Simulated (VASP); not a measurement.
Write the native input for VASP 6.6.1 that does the following.

```yaml
Task: single point
Functional: PBEsol
Potentials_or_basis: VASP PAW PBE potentials, release 64 (Ba_sv, Ti_sv, O)
Cutoff: 520 eV
k_mesh: 8 × 8 × 8
Occupations: gaussian, width 0.02 eV
Spin: no spin polarisation
Dipole_correction: no
Further_INCAR_settings: ALGO = Normal; EDIFF = 1e-07; NBANDS = 28
```

The structure of BaTiO3 lies in POSCAR:

```
BaTiO3
1.0
    4.0889654123      0.0000000000      0.0000000000
    0.0000000000      3.9400953124      0.0000000000
    0.0000000000      0.0000000000      3.9400953124
Ba Ti O
1 1 3
Direct
    0.5000000000      0.5000000000      0.5000000000
    0.0000000000      0.0000000000      0.0000000000
    0.5000000000      0.0000000000      0.0000000000
    0.0000000000      0.5000000000      0.0000000000
    0.0000000000      0.0000000000      0.5000000000
```

This cell differs from its parent crystal: uniaxial strain along a: +3.0 %.

The input as run:

INCAR

```
SYSTEM = BaTiO3
ALGO = Normal
EDIFF = 1E-7
ENCUT = 520
GGA = PS
ISIF = 2
ISMEAR = 0
LASPH = .True.
LCHARG = .False.
LREAL = .False.
LWAVE = .False.
NBANDS = 28
NELM = 60
PREC = Accurate
SIGMA = 0.02
```

KPOINTS

```
k-points
0
Gamma
  8 8 8
  0 0 0
```

Potentials or basis: VASP PAW PBE potentials, release 64 (Ba_sv, Ti_sv, O).

Command:

```sh
$ cat potpaw_PBE.64/Ba_sv/POTCAR potpaw_PBE.64/Ti_sv/POTCAR potpaw_PBE.64/O/POTCAR > POTCAR
$ mpirun -np 1 vasp_std > vasp.out
```

It gave:

The pressure is -0.3 GPa and the band gap on the k mesh is 1.64 eV, indirect (least direct gap 1.81 eV).

Caveat: the cell differs from its parent crystal (uniaxial strain along a: +3.0 %); the PAW data sets were made with another functional, which shifts forces and pressure a little; spin-orbit coupling is left out, which moves the levels of the heavy elements.

Run time: 86 s on 1 thread of Intel(R) Xeon(R) 6975P-C (Granite Rapids) (shared host), peak memory 0.26 GiB.
